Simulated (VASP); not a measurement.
Wanted: the native input for a VASP 6.6.1 run.

| Property | Result |
| --- | --- |
| Task | single point |
| Functional | PBEsol |
| Potentials or basis | VASP PAW PBE potentials, release 64 (Pb_d, S) |
| Cutoff | 520 eV |
| k mesh | 6 × 6 × 6 |
| Occupations | fermi-dirac, width 0.02 eV |
| Spin | no spin polarisation |
| Dipole correction | no |
| Further INCAR settings | ALGO = Normal; EDIFF = 1e-06; NBANDS = 20 |

The structure of PbS2 lies in POSCAR:

```
PbS2
1.0
    1.9098773987      1.1026682303      5.8973836042
   -1.9098773987      1.1026682303      5.8973836042
    0.0000000000     -2.2053364605      5.8973836042
Pb S
1 2
Direct
    0.0000000000      0.0000000000      0.0000000000
    0.2472450479      0.2472450479      0.2472450479
    0.7527549521      0.7527549521      0.7527549521
```

The input as run:

INCAR

```
SYSTEM = PbS2
ALGO     = Normal         ! electronic algorithm
EDIFF    = 1E-6           ! SCF threshold, eV
ENCUT    = 520            ! plane-wave cutoff, eV
GGA      = PS             ! functional
ISIF     = 2              ! what is computed and relaxed
ISMEAR   = -1             ! smearing method
LASPH    = .TRUE.         ! aspherical terms in the spheres
LCHARG   = .FALSE.        ! write CHGCAR
LREAL    = .FALSE.        ! projectors in reciprocal space
LWAVE    = .FALSE.        ! write WAVECAR
NBANDS   = 20             ! bands
NELM     = 80             ! most SCF steps
PREC     = Accurate       ! precision mode
SIGMA    = 0.02           ! smearing width, eV
```

KPOINTS

```
k-points
0
G
  6 6 6
  0 0 0
```

Potentials or basis: VASP PAW PBE potentials, release 64 (Pb_d, S).

Launch:

```bash
$ cat potpaw_PBE.64/Pb_d/POTCAR potpaw_PBE.64/S/POTCAR > POTCAR
$ mpirun -np 1 vasp_std > vasp.out
```

Results of the run:

* Pressure: -0.2 GPa
* Largest force: 0.037 eV/Å
* Band gap on the k mesh: 0.06 eV, indirect (least direct gap 0.27 eV)

Caveat: the PAW data sets were made with another functional, which shifts forces and pressure a little; spin-orbit coupling is left out, which moves the levels of the heavy elements.

Run time: 2.8 min on 1 thread of AMD EPYC 7R43 64-Core Processor (Zen 3), with other jobs on the host, peak memory 0.29 GiB.
